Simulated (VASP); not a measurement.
# Si6O11 (a cell with a defect): single point with PBE+D3(BJ)

System: Si6O11 (a cell with a defect).

```
Si O
1.0
    -2.45739    4.25633    0.00000
     0.00000    0.00000    5.42103
     7.37217    4.25633    0.00000
Si O
6 11
Direct
  0.76698 0.66667 0.23302
  0.26698 0.66667 0.73302
  0.96604 0.33333 0.50000
  0.46604 0.33333 0.00000
  0.26698 0.00000 0.26698
  0.76698 0.00000 0.76698
  0.27300 0.22034 0.13704
  0.77300 0.22034 0.63704
  0.06906 0.88700 0.79498
  0.65793 0.55367 0.06798
  0.15793 0.55367 0.56798
  0.06906 0.77966 0.20502
  0.56906 0.77966 0.70502
  0.21977 0.04634 0.45103
  0.65793 0.11300 0.93202
  0.77300 0.44633 0.36296
  0.27300 0.44633 0.86296
```

This cell differs from its parent crystal: atoms taken out, atom 14 moved 0.125 of the way to it and +0.375 Å across, host rigid.

```
Program             : VASP 6.6.1
Task                : single point
Functional          : PBE
Dispersion          : D3(BJ)
Potentials or basis : VASP PAW PBE potentials, release 64 (Si, O)
Cutoff              : 520 eV
k mesh              : 4 × 4 × 2
Occupations         : gaussian, width 0.05 eV
Spin                : no spin polarisation
```

```
Largest force              : 3.026 eV/Å
Dispersion energy per atom : -0.142 eV
```

Forces on the atoms (eV/Å):
```
Si  -1.562  0.521 -2.259
Si   0.062 -0.018 -0.025
Si   0.906  2.498 -0.611
Si  -1.488 -1.151 -0.419
Si   0.388 -1.380  0.844
Si  -0.005  0.140 -0.260
O    1.247  0.844 -1.028
O   -0.979 -0.125 -0.001
O    0.084  0.130 -0.013
O    0.766  0.799  1.318
O   -0.641 -0.675 -0.859
O    0.013 -0.159  0.349
O   -0.140  0.133  0.048
O    0.687 -1.403  2.591
O    0.641  0.184  0.353
O   -0.300 -0.549  0.076
O    0.321  0.210 -0.106
```

Levels at points of the mesh, in eV from the Fermi level:
| k point | band 42 | band 43 | band 44 | band 45 | band 46 | band 47 |
| --- | --- | --- | --- | --- | --- | --- |
| (0.00, 0.00, 0.00) | -0.58 | -0.34 | -0.19 | -0.02 | 4.94 | 5.34 |
| (0.50, 0.00, 0.00) | -0.47 | -0.10 | -0.04 | 0.69 | 3.67 | 6.15 |
| (0.00, 0.50, 0.00) | -0.42 | -0.33 | -0.03 | 0.04 | 4.29 | 6.12 |
| (0.50, 0.50, 0.00) | -0.59 | -0.52 | -0.42 | 0.60 | 4.00 | 5.51 |
| (0.00, 0.00, 0.50) | -0.47 | -0.34 | -0.16 | -0.02 | 4.94 | 5.33 |
| (0.50, 0.00, 0.50) | -0.45 | -0.12 | -0.05 | 0.69 | 3.68 | 6.13 |
| (0.00, 0.50, 0.50) | -0.50 | -0.36 | -0.01 | 0.07 | 4.33 | 6.12 |
| (0.50, 0.50, 0.50) | -0.56 | -0.39 | -0.32 | 0.53 | 4.00 | 5.57 |

Wall time 21 min on 1 thread of Intel Xeon 8259CL, on a shared host, peak memory 0.39 GiB.

Caveat: the k points lie up to 0.37 Å⁻¹ apart; the cell carries a net charge on a neutralising background, which shifts energy and pressure; the cell differs from its parent crystal (atoms taken out, atom 14 moved 0.125 of the way to it and +0.375 Å across, host rigid); the cell is charged against a uniform background, so pressure and absolute levels hang on convention.
